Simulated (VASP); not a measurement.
A run of VASP 6.6.1:

POSCAR

```
ScB2
1.0
    3.1500000000      0.0000000000      0.0000000000
   -1.5750000000      2.7279800000      0.0000000000
    0.0000000000      0.0000000000      3.5200000000
Sc B
1 2
Direct
    0.0000000000      0.0000000000      0.0000000000
    0.3333333333      0.6666666667      0.5000000000
    0.6666666667      0.3333333333      0.5000000000
```

The input INCAR.step1:

```
SYSTEM = ScB2
ALGO = Normal
EDIFF = 1E-4
ENCUT = 520
GGA = PE
ISMEAR = 0
LASPH = .TRUE.
LCHARG = .FALSE.
LREAL = .FALSE.
LWAVE = .TRUE.
NBANDS = 16
NELM = 60
PREC = Accurate
SIGMA = 0.1
```

INCAR.step2

```
SYSTEM = ScB2
ALGO = Normal
EDIFF = 1E-6
ENCUT = 520
ISIF = 2
ISMEAR = 0
ISTART = 1
LASPH = .TRUE.
LCHARG = .FALSE.
LMIXTAU = .TRUE.
LREAL = .FALSE.
LWAVE = .FALSE.
METAGGA = R2SCAN
NBANDS = 16
NELM = 60
PREC = Accurate
SIGMA = 0.1
```

KPOINTS

```
k-points
0
G
  9 9 7
  0 0 0
```

Potentials or basis: VASP PAW PBE potentials, release 64 (Sc_sv, B).

Run with:

```bash
$ cat potpaw_PBE.64/Sc_sv/POTCAR potpaw_PBE.64/B/POTCAR > POTCAR
$ cp INCAR.step1 INCAR
$ mpirun -np 1 vasp_std > vasp.out
$ cp INCAR.step2 INCAR
$ mpirun -np 1 vasp_std > vasp.out
```

Hardware: 1 thread of Intel(R) Xeon(R) Platinum 8559C (Emerald Rapids), with other jobs on the host.

Task: How long does it take, and how much memory?

Result: Run time: 37 s on 1 thread of Intel(R) Xeon(R) Platinum 8559C (Emerald Rapids), on a shared host, peak memory 0.16 GiB. Counts: k points 48.
